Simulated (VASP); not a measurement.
# Se (P3_221) in VASP: a series of runs

Runs on Se. Level: PBEsol. Tasks: single point.

Program: VASP 6.6.1. These are calculated values, not measurements. Logs are shortened: lines on timing, memory, paths and dates and some standing lists are left out, and cuts for length are marked.

## (1) The cell of the first run

The structure is trigonal, space group P3_221 (No. 154). Conventional cell: a = 4.038 Å, b = 4.038 Å, c = 5.121 Å, α = 90.00°, β = 90.00°, γ = 120.00°. Within 3.2 Å of Se (site symmetry 2) lie 6 Se at 2.44 to 3.18 Å.

## (2) Single point, PBEsol

Contents of INCAR:

```
SYSTEM = Se
PREC = Accurate
ENCUT = 520
EDIFF = 1E-6
ISMEAR = 0
SIGMA = 0.02
LREAL = .FALSE.
LASPH = .TRUE.
NELM = 100
ALGO = Normal
ISIF = 2
LWAVE = .FALSE.
LCHARG = .TRUE.
GGA = PS
LELF = .TRUE.
LVHAR = .TRUE.
NBANDS = 16
```

Contents of KPOINTS:

```
regular mesh
0
G
  12 12 8
  0 0 0
```

Contents of POSCAR:

```
Se
1.0
    4.0384689570      0.0000000000      0.0000000000
   -2.0192344785      3.4974167091      0.0000000000
    0.0000000000      0.0000000000      5.1214644173
Se
3
Direct
    0.2487357190      0.0000000000      0.1666666667
    0.0000000000      0.2487357190      0.8333333333
    0.7512642810      0.7512642810      0.5000000000
```

Potentials or basis: VASP PAW PBE potentials, release 64 (Se).

Launch:

```sh
$ cat potpaw_PBE.64/Se/POTCAR > POTCAR
$ mpirun -np 1 vasp_std > vasp.out
```

OUTCAR:

```text
SYSTEM = Se
   PREC = Accurate
   ENCUT = 520
   EDIFF = 1E-6
   ISMEAR = 0
   LREAL = .FALSE.
   LASPH = .TRUE.
   NELM = 100
   ISIF = 2
   GGA = PS

 ion  position               nearest neighbor table
   1  0.249  0.000  0.167-   3 2.44   2 2.44
   2  0.000  0.249  0.833-   3 2.44   1 2.44
   3  0.751  0.751  0.500-   2 2.44   1 2.44

  LATTYP: Found a hexagonal cell.
 ALAT       =     4.0384689570
 C/A-ratio  =     1.2681698118

  Lattice vectors:

 A1 = (   4.0384689570,   0.0000000000,   0.0000000000)
 A2 = (  -2.0192344785,   3.4974167091,   0.0000000000)
 A3 = (   0.0000000000,   0.0000000000,   5.1214644173)

Analysis of symmetry for initial positions (statically):
=====================================================================
 Subroutine PRICEL returns:
 Original cell was already a primitive cell.

 Routine SETGRP: Setting up the symmetry group for a
 hexagonal supercell.

 Subroutine GETGRP returns: Found  6 space group operations
 (whereof  2 operations were pure point group operations)
 out of a pool of 24 trial point group operations.

The static configuration has the point symmetry C_2 .
 The point group associated with its full space group is D_3 .

Analysis of symmetry for dynamics (positions and initial velocities):
=====================================================================
 Subroutine PRICEL returns:
 Original cell was already a primitive cell.

 Routine SETGRP: Setting up the symmetry group for a
 hexagonal supercell.

 Subroutine GETGRP returns: Found  6 space group operations
 (whereof  2 operations were pure point group operations)
 out of a pool of 24 trial point group operations.

The dynamic configuration has the point symmetry C_2 .
 The point group associated with its full space group is D_3 .

 Subroutine INISYM returns: Found  6 space group operations
 (whereof  2 operations are pure point group operations),
 and found     1 'primitive' translations

----------------------------------------------------------------------------------------

                                     Primitive cell

  volume of cell :      72.3366

  direct lattice vectors                    reciprocal lattice vectors
[... 79 lines left out ...]
 SYSTEM =  Se
   PREC   = accura    normal or accurate (medium, high low for compatibility)
   ISTART =      0    job   : 0-new  1-cont  2-samecut
   ICHARG =      2    charge: 1-file 2-atom 10-const
   ISPIN  =      1    spin polarized calculation?
   LNONCOLLINEAR =      F non collinear calculations
   LSORBIT =      F    spin-orbit coupling
   LASPH  =      T    aspherical Exc in radial PAW
   ENCUT  =  520.0 eV  38.22 Ry    6.18 a.u.   7.51  7.51  9.52*2*pi/ulx,y,z
   NELM   =    100;   NELMIN=  2; NELMDL= -5     # of ELM steps
   EDIFF  = 0.1E-05   stopping-criterion for ELM
   LREAL  =      F    real-space projection
   EDIFFG = 0.1E-04   stopping-criterion for IOM
   NSW    =      0    number of steps for IOM
   IBRION =     -1    ionic relax: 0-MD 1-quasi-New 2-CG
   NFREE  =      0    steps in history (QN), initial steepest desc. (CG)
   ISIF   =      2    stress and relaxation
   ISYM   =      2    0-nonsym 1-usesym 2-fastsym
   POTIM  = 0.5000    time-step for ionic-motion
   TEBEG  =    0.0;   TEEND  =   0.0 temperature during run
   PSTRESS=    0.0 pullay stress
   NELECT =      18.0000    total number of electrons
   NUPDOWN=      -1.0000    fix difference up-down
   EMIN   =  10.00;   EMAX   =-10.00  energy-range for DOS
   EFERMI =   0.00;   METHOD = LEGACY
   ISMEAR =     0;   SIGMA  =   0.02  broadening in eV -4-tet -1-fermi 0-gaus
   EFERMI_NEDOS =   21; number of points for ismear=-14 and -15
   IALGO  =     38    algorithm
   IMIX   =      4    mixing-type and parameters
     AMIX     =   0.40;   BMIX     =  1.00
     AMIX_MAG =   1.60;   BMIX_MAG =  1.00
  volume/ion in A,a.u.               =      24.11       162.72
  Fermi-wavevector in a.u.,A,eV,Ry     =   1.029705  1.945861 14.426159  1.060293
  Thomas-Fermi vector in A             =   2.163766
   LORBIT       =      0    0 simple, 1 ext, 2 COOP (PROOUT), +10 PAW based schemes
   GGA     = PS    functional components
   LHFCALC =     F    Hartree Fock is set to
   AEXX    =    0.0000 exact exchange contribution
   IVDW    =     0    specifies the selected vdW correction
   LEPSILON=     F    determine dielectric tensor
   LRPA    =     F    only Hartree local field effects (RPA)
 non-spin polarized calculation
 Gauss-broadening in eV      SIGMA  =   0.02
  energy-cutoff  :      520.00
  volume of cell :       72.34
 maximum number of plane-waves:      1976
   NGX = 15   NGY = 15   NGZ = 19

 number of electron      18.0000001 magnetization

 Free energy of the ion-electron system (eV)
  ---------------------------------------------------
  ext. energy  EPLUGINS =         0.00000000
  ---------------------------------------------------
  free energy    TOTEN  =       -11.56083843 eV

  energy without entropy =      -11.56083843  energy(sigma->0) =      -11.56083843

 E-fermi :   3.8480     XC(G=0):  -9.6892

 val. band max:        3.7527790112   @ k =   0.3333   0.3333   0.5000
 cond. band min:       4.1913873475   @ k =   0.3333   0.3333   0.5000
 fundamental gap:      0.4386083363
 Fermi energy:         3.8480236808

 k-point     1 :       0.0000    0.0000    0.0000
  band No.  band energies     occupation
      1     -12.3318      2.00000
      2      -8.2245      2.00000
      3      -8.2245      2.00000
      4       0.0525      2.00000
      5       0.2926      2.00000
      6       0.2926      2.00000
[... 433 lines left out ...]
      3      -7.4974      2.00000
      4      -0.9566      2.00000
      5      -0.2148      2.00000
      6       0.2167      2.00000
[... 8 lines left out ...]
     15      11.3346      0.00000
     16      11.5583      0.00000

 [... further k-points ...]
[... 5 lines left out ...]
  --------------------------------------------------------------------------------------
  -------------------------------------------------------------------------------------
  Total        0.0572631      0.0572631      0.1102864      0.0000000      0.0000000      0.0000000
  in kB        1.2683151      1.2683151      2.4427229      0.0000000      0.0000000      0.0000000
  external PRESSURE =       1.6597844 kB  Pullay stress =       0.0000000 kB

 VOLUME and BASIS-vectors are now :
 -----------------------------------------------------------------------------
  energy-cutoff  :      520.00
  volume of cell :       72.34
      direct lattice vectors                 reciprocal lattice vectors
     4.038468957  0.000000000  0.000000000     0.247618593  0.142962661  0.000000000
    -2.019234479  3.497416709  0.000000000     0.000000000  0.285925322  0.000000000
     0.000000000  0.000000000  5.121464417     0.000000000  0.000000000  0.195256653

 POSITION                                       TOTAL-FORCE (eV/Angst)
 -----------------------------------------------------------------------------------
      1.00451      0.00000      0.85358         0.029726      0.000000     -0.000000
     -0.50226      0.86993      4.26789        -0.014863      0.025743      0.000000
      1.51698      2.62748      2.56073        -0.014863     -0.025743      0.000000
 -----------------------------------------------------------------------------------
    total drift:                               -0.000001     -0.000001      0.000000

  FREE ENERGIE OF THE ION-ELECTRON SYSTEM (eV)
  ---------------------------------------------------
  free  energy   TOTEN  =       -11.5608384298 eV

  energy  without entropy=      -11.5608384298  energy(sigma->0) =      -11.56083843
```

OSZICAR:

```text
N       E                     dE             d eps       ncg     rms          rms(c)
DAV:   1     0.779769277704E+02    0.77977E+02   -0.74546E+03  4192   0.954E+02
DAV:   2    -0.691280890653E+01   -0.84890E+02   -0.80714E+02  5640   0.154E+02
DAV:   3    -0.116060607587E+02   -0.46933E+01   -0.46764E+01  5168   0.410E+01
DAV:   4    -0.116354008178E+02   -0.29340E-01   -0.29335E-01  5608   0.382E+00
DAV:   5    -0.116355764869E+02   -0.17567E-03   -0.17566E-03  5360   0.292E-01    0.707E+00
DAV:   6    -0.115811953967E+02    0.54381E-01   -0.29079E-02  5216   0.108E+00    0.434E+00
DAV:   7    -0.115616196997E+02    0.19576E-01   -0.58052E-02  4944   0.148E+00    0.180E-01
DAV:   8    -0.115607962287E+02    0.82347E-03   -0.86851E-03  4664   0.564E-01    0.959E-02
DAV:   9    -0.115608357872E+02   -0.39558E-04   -0.22199E-04  6096   0.999E-02    0.314E-02
DAV:  10    -0.115608381662E+02   -0.23790E-05   -0.23817E-05  5056   0.324E-02    0.563E-03
DAV:  11    -0.115608384298E+02   -0.26355E-06   -0.50443E-06  5928   0.132E-02
   1 F= -.11560838E+02 E0= -.11560838E+02  d E =-.887604E-14
```

Run time: 3 min. Hardware: 1 thread of Oxide Virtual Turin-like, shared host; peak memory 0.23 GiB.

What came out:

```
Free energy            : -11.5608 eV
Pressure               : 0.2 GPa
Largest force          : 0.030 eV/Å
Band gap on the k mesh : 0.44 eV
```

Forces in eV/Å, atoms in the order of the input:
```
Se   0.030  0.000  0.000
Se  -0.015  0.026  0.000
Se  -0.015 -0.026  0.000
```

Stress tensor (GPa, compression positive):
```
0.13 0.00 0.00
0.00 0.13 0.00
0.00 0.00 0.24
```

Caveat: semilocal functionals underestimate gaps, and a narrow one can read as zero; the PAW data sets were made with another functional, which shifts forces and pressure a little.

## (3) Single point, PBEsol

Contents of INCAR:

```
PREC     = Accurate       # precision mode
ENCUT    = 520            # plane-wave cutoff, eV
EDIFF    = 1E-6           # SCF threshold, eV
ISMEAR   = 0              # smearing method
SIGMA    = 0.02           # smearing width, eV
LREAL    = False          # projectors in reciprocal space
LASPH    = True           # aspherical terms in the spheres
NELM     = 60             # most SCF steps
ALGO     = Normal         # electronic algorithm
ISIF     = 2              # what is computed and relaxed
LWAVE    = False          # write WAVECAR
LCHARG   = True           # write CHGCAR
GGA      = PS             # functional
LELF     = True           # ELF
LVHAR    = True         
NBANDS   = 16             # bands
```

Contents of KPOINTS:

```
Automatic mesh
0
Gamma
  12 12 8
```

Edit POSCAR of step 2 so:

```diff
@@ -3,3 +3,3 @@
     4.0384689570      0.0000000000      0.0000000000
-   -2.0192344785      3.4974167091      0.0000000000
+   -2.0192344785      3.4974167092      0.0000000000
     0.0000000000      0.0000000000      5.1214644173
```

Potentials or basis: VASP PAW PBE potentials, release 64 (Se).

Launch:

```sh
$ cat potpaw_PBE.64/Se/POTCAR > POTCAR
$ mpirun -np 1 vasp_std > vasp.out
```

Wall time 3.1 min (1 thread of Oxide Virtual Turin-like, shared host); peak memory 0.23 GiB.

Results (log left out):

- Free energy: -11.5608 eV
- Pressure: 0.2 GPa
- Largest force: 0.030 eV/Å
- Band gap on the k mesh: 0.44 eV

Forces in eV/Å, atoms in the order of the input:
```
Se   0.030  0.000  0.000
Se  -0.015  0.026  0.000
Se  -0.015 -0.026  0.000
```

Stress tensor (GPa, compression positive):
```
0.13 0.00 0.00
0.00 0.13 0.00
0.00 0.00 0.24
```

Levels at points of the mesh, in eV from the valence-band top:
```csv
k point,band 6,band 7,band 8,band 9,band 10,band 11,band 12,band 13
"(0.00, 0.00, 0.00)",-3.46,-1.92,-1.92,-0.56,1.43,1.43,2.03,6.25
"(0.50, 0.00, 0.00)",-3.88,-3.67,-1.49,-0.99,1.40,1.65,4.24,4.31
"(0.00, 0.00, 0.50)",-3.13,-1.41,-1.37,-1.37,0.88,0.88,0.88,5.49
"(0.50, 0.00, 0.50)",-4.30,-2.50,-2.01,-0.10,1.27,2.48,2.96,5.88
```

Caveat: semilocal functionals underestimate gaps, and a narrow one can read as zero; the PAW data sets were made with another functional, which shifts forces and pressure a little. Expect the measured gap to be larger: semilocal functionals such as PBEsol lack the derivative discontinuity.

(Continued in part 2 of 2.)
